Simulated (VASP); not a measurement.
Input of a VASP 6.6.1 run:

Contents of INCAR:

```
PREC = Accurate
ENCUT = 520
EDIFF = 1E-6
ISMEAR = 0
SIGMA = 0.1
LREAL = F
LASPH = T
NELM = 80
ALGO = Normal
ISIF = 2
LWAVE = F
LCHARG = F
GGA = PE
NBANDS = 32
```

Contents of KPOINTS:

```
Automatic mesh
0
Gamma
  6 6 4
```

The input POSCAR:

```
Zn2SbO3
1.0
    4.9877126700      0.0000000000      0.0000000000
   -2.4938563300      4.3194858800      0.0000000000
    0.0000000000      0.0000000000      3.8904492700
Zn Sb O
2 1 3
Direct
    0.3333333300      0.6666666700      0.0000000000
    0.6666666700      0.3333333300      0.0000000000
    0.0000000000      0.0000000000      0.0000000000
    0.5000000000      0.0000000000      0.0000000000
    0.0000000000      0.5000000000      0.0000000000
    0.5000000000      0.5000000000      0.0000000000
```

Potentials or basis: VASP PAW PBE potentials, release 64 (Zn, Sb, O).

Command:

```console
$ cat potpaw_PBE.64/Zn/POTCAR potpaw_PBE.64/Sb/POTCAR potpaw_PBE.64/O/POTCAR > POTCAR
$ mpirun -np 1 vasp_std > vasp.out
```

Task: Estimate the pressure.

Result: 142.8 GPa.

Stress tensor (GPa, compression positive):
```
215.27   0.00   0.00
  0.00 215.27   0.00
  0.00   0.00  -2.20
```

Caveat: the k points lie up to 0.40 Å⁻¹ apart; an odd number of electrons without spin polarisation forces a metal; a magnetic or distorted state may lie lower.
